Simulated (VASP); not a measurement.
Input of a VASP 6.6.1 run:

File INCAR:

```
  ALGO = Normal
  EDIFF = 1E-6
  EDIFFG = -0.005
  ENCUT = 600
  GGA = PS
  IBRION = 2
  ISIF = 3
  ISMEAR = -1
  LASPH = T
  LCHARG = F
  LREAL = F
  LWAVE = F
  NELM = 60
  NSW = 80
  PREC = Accurate
  SIGMA = 0.05
```

File KPOINTS:

```
k-points
0
Gamma
  11 11 6
```

POSCAR

```
Au
1.0
    2.9000000000      0.0000000000      0.0000000000
   -1.4500000000      2.5114736710      0.0000000000
    0.0000000000      0.0000000000      4.8800000000
Au
2
Direct
    0.6666666667      0.3333333333      0.2500000000
    0.3333333333      0.6666666667      0.7500000000
```

Potentials or basis: VASP PAW PBE potentials, release 64 (Au).

Launch:

```bash
$ cat potpaw_PBE.64/Au/POTCAR > POTCAR
$ mpirun -np 1 vasp_std > vasp.out
```

Task: What does it give for the band gap on the k mesh?

Result: Zero (bands 11 and 12 overlap by 6.35 eV).

Task: What does it give for the space group after relaxing (to 0.1 Å)?

Result: P6_3/mmc (No. 194).

Task: What does it give for the relaxed volume?

Result: 17.01 Å³/atom.

Final structure:
```cif
data_structure
_symmetry_space_group_name_H-M 'P 1'
_symmetry_Int_Tables_number 1
_cell_length_a 2.8681
_cell_length_b 2.8681
_cell_length_c 4.7748
_cell_angle_alpha 90.000
_cell_angle_beta 90.000
_cell_angle_gamma 120.000
_cell_volume 34.02
loop_
_atom_site_label
_atom_site_type_symbol
_atom_site_fract_x
_atom_site_fract_y
_atom_site_fract_z
_atom_site_occupancy
Au1 Au 0.66667 0.33333 0.25000 1
Au2 Au 0.33333 0.66667 0.75000 1
```

Caveat: the PAW data sets were made with another functional, which shifts forces and pressure a little; spin-orbit coupling is left out, which moves the levels of the heavy elements.
